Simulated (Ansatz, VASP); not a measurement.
**Ge2N in VASP and in Ansatz**

```
Ge N
1.0
     1.49851    0.86517    6.30736
    -1.49851    0.86517    6.30736
     0.00000   -1.73033    6.30736
Ge N
2 1
Cartesian
  0.0000 0.0000 14.1260
  0.0000 0.0000 10.3822
  0.0000 0.0000 0.7206
```

Alike in both runs: functional PBE; k mesh 6 × 6 × 6; occupations gaussian, width 0.1 eV; no spin polarisation.

Ansatz relaxed the structure, and its values are those at the end. VASP's run is a single point on that final structure, the one shown.

|  | VASP | Ansatz |
| --- | --- | --- |
| version | VASP 6.6.1 | Ansatz 0.2.0 |
| potentials or method | VASP PAW PBE potentials, release 64 (Ge_d, N), cutoff 520 eV | scalar-relativistic, plane waves, PAW |
| valence electrons in the cell | 33 | 33 |

VASP gave:

```
gap on the k mesh at the Fermi level (eV) : none
pressure (GPa)                            : -0.1
rms of the force components (eV/Å)        : 0.010
```

Q: What did Ansatz give for the same quantities?

A: gap on the k mesh at the Fermi level (eV): none; pressure (GPa): 0.0; rms of the force components (eV/Å): 0.001.

A gap of «none» marks a metal or a gap that the smearing closes. With one functional, cell and mesh, what is left measures potentials, basis and numerics.

The k mesh is coarse, so the values compare programs but aren't converged.
